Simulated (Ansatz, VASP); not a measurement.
## Two plane-wave programs on SnSe

```xyz
2
Lattice="0.0000 2.9159 3.2075 2.9159 0.0000 3.2075 2.9159 2.9159 0.0000" Properties=species:S:1:pos:R:3 pbc="T T T"
Sn    0.0000    0.0000    0.0000
Se    2.9159    2.9159    3.2075
```

Alike in both runs: task single point; functional r2SCAN; k mesh 12 × 12 × 12; occupations gaussian, width 0.05 eV; no spin polarisation.

|  | VASP | Ansatz |
| --- | --- | --- |
| version | VASP 6.6.1 | Ansatz 0.2.0 |
| potentials or method | VASP PAW PBE potentials, release 64 (Sn_d, Se), cutoff 520 eV | scalar-relativistic, plane waves, PAW |
| valence electrons in the cell | 20 | 30 |

|  | VASP | Ansatz | Ansatz less VASP |
| --- | --- | --- | --- |
| gap on the k mesh at the Fermi level (eV) | 0.10 | 0.10 | 0.000 |
| least direct gap on the mesh (eV) | 0.30 | 0.30 | 0.000 |
| pressure (GPa) | 1.2 | 1.2 | 0.00 |
| traceless stress, the component that is largest in VASP (GPa) | -6.54 | -6.52 | +0.021 |

VASP's potentials were made for PBE, not for r2SCAN. VASP's potentials hold 20 valence electrons a cell and Ansatz's 30, so a difference there can come from the potentials and not from the codes.
